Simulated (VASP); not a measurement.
A run of VASP 6.6.1:

File INCAR:

```
SYSTEM = Nb
PREC = Accurate ; ENCUT = 600
EDIFF = 1E-6 ; ISMEAR = -1
SIGMA = 0.1 ; LREAL = .False.
LASPH = .True. ; NELM = 80
ALGO = Normal ; ISIF = 3
LWAVE = .False. ; LCHARG = .False.
GGA = PS ; IBRION = 2
NSW = 60 ; EDIFFG = -0.005
```

Contents of KPOINTS:

```
Automatic mesh
0
Gamma
  14 14 14
  0 0 0
```

The input POSCAR:

```
Nb
1.0
    2.6633567963      0.0000000000      0.0000000000
    0.0000000000      2.6633567963      0.0000000000
    0.0000000000      0.0000000000      2.6633567963
Nb
1
Direct
    0.0000000000      0.0000000000      0.0000000000
```

Potentials or basis: VASP PAW PBE potentials, release 64 (Nb_sv).

Command:

```bash
$ cat potpaw_PBE.64/Nb_sv/POTCAR > POTCAR
$ mpirun -np 1 vasp_std > vasp.out
```

Hardware: 1 thread of Intel Xeon 8259CL, on a shared host.

Question: How long does it take, and how much memory?

Answer: Wall time 57 s on 1 thread of Intel Xeon 8259CL, with other jobs on the host, peak memory 0.17 GiB. Counts: scf iterations 29, k points 120, ion steps 3.
